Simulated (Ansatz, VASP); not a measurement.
**Two plane-wave programs on Cs**

```
CELL_PARAMETERS angstrom
0.00000 3.97448 3.97448
3.97448 0.00000 3.97448
3.97448 3.97448 0.00000
ATOMIC_POSITIONS crystal
Cs 0.00000 0.00000 0.00000
```

Alike in both runs: task single point; functional r2SCAN; k mesh 6 × 6 × 6; occupations fermi-dirac, width 0.05 eV; no spin polarisation.

|  | VASP | Ansatz |
| --- | --- | --- |
| version | VASP 6.6.1 | Ansatz 0.2.0 |
| potentials or method | VASP PAW PBE potentials, release 64 (Cs_sv) | Ansatz PAW |
| plane-wave cutoff (eV) | 520 | 500 |
| valence electrons in the cell | 9 | 9 |

|  | VASP | Ansatz | Ansatz less VASP |
| --- | --- | --- | --- |
| gap on the k mesh at the Fermi level (eV) | none | none | - |
| pressure (GPa) | 0.0 | 0.0 | +0.01 |

VASP's potentials were made for PBE, not for r2SCAN. A gap of «none» marks a metal or a gap that the smearing closes.

Spin-orbit coupling is off throughout.
